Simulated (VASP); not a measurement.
Here is a VASP 6.6.1 calculation.

File POSCAR:

```
H
1.0
   -1.8183995552      1.8183995552      2.0584739900
    1.8183995552     -1.8183995552      2.0584739900
    1.8183995552      1.8183995552     -2.0584739900
H
2
Direct
    0.9098622900      0.9098622900      0.0000000000
    0.0901377100      0.0901377100      0.0000000000
```

File INCAR.step1:

```
SYSTEM = H
ALGO = Normal
EDIFF = 1E-4
ENCUT = 520
GGA = PE
ISMEAR = 0
LASPH = .True.
LCHARG = .False.
LREAL = .False.
LWAVE = .True.
NBANDS = 8
NELM = 60
PREC = Accurate
SIGMA = 0.05
```

File INCAR.step2:

```
SYSTEM = H
ALGO = Normal
EDIFF = 1E-6
ENCUT = 520
ISIF = 2
ISMEAR = 0
ISTART = 1
LASPH = .True.
LCHARG = .False.
LMIXTAU = .True.
LREAL = .False.
LWAVE = .False.
METAGGA = R2SCAN
NBANDS = 8
NELM = 60
PREC = Accurate
SIGMA = 0.05
```

The input KPOINTS:

```
k-points
0
Gamma
  10 10 10
  0 0 0
```

Potentials or basis: VASP PAW PBE potentials, release 64 (H).

Command:

```bash
$ cat potpaw_PBE.64/H/POTCAR > POTCAR
$ cp INCAR.step1 INCAR
$ mpirun -np 1 vasp_std > vasp.out
$ cp INCAR.step2 INCAR
$ mpirun -np 1 vasp_std > vasp.out
```

(1) Predict the pressure.

(2) Estimate the band gap on the k mesh.

## Answers

(1) -0.1 GPa.

(2) 9.91 eV, indirect (least direct gap 10.56 eV).

Caveat: the cell differs from its parent crystal (strain +0.0750 x Voigt [1, 1, 0, 0, 0, 0]); the PAW data sets were made with another functional, which shifts forces and pressure a little.
